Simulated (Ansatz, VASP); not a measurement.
**B2P5 in VASP and in Ansatz**

```
CELL_PARAMETERS angstrom
3.25000 0.00000 0.00000
-1.62500 2.81458 0.00000
0.00000 0.00000 23.40000
ATOMIC_POSITIONS crystal
B 0.33333 0.66667 0.11000
B 0.00000 0.00000 0.22200
B 0.66667 0.33333 0.89000
B 0.00000 0.00000 0.77800
P 0.00000 0.00000 0.38200
P 0.33333 0.66667 0.43300
P 0.00000 0.00000 0.61800
P 0.66667 0.33333 0.56700
P 0.33333 0.66667 0.02600
P 0.00000 0.00000 0.13800
P 0.66667 0.33333 0.25000
P 0.66667 0.33333 0.97400
P 0.00000 0.00000 0.86200
P 0.33333 0.66667 0.75000
```

Alike in both runs: task relaxation of cell and atoms; functional PBE; k mesh 6 × 6 × 1; occupations gaussian, width 0.2 eV; no spin polarisation.

|  | VASP | Ansatz |
| --- | --- | --- |
| version | VASP 6.6.1 | Ansatz 0.2.0 |
| potentials or method | VASP PAW PBE potentials, release 64 (B, P), cutoff 600 eV | scalar-relativistic, plane waves, PAW |
| valence electrons in the cell | 62 | 62 |

Ansatz gave:

```
gap on the k mesh at the Fermi level, each at its own relaxed structure (eV) : none
relaxed volume (Å³/atom)                                                     : 15.04
relaxed cell length with the largest relative difference (Å)                 : 22.784
```

Question: Estimate VASP's values.

Answer: gap on the k mesh at the Fermi level, each at its own relaxed structure (eV): none; relaxed volume (Å³/atom): 14.75; relaxed cell length with the largest relative difference (Å): 22.268.

A gap of «none» marks a metal or a gap that the smearing closes.

The k mesh is coarse, so the values compare programs but aren't converged.
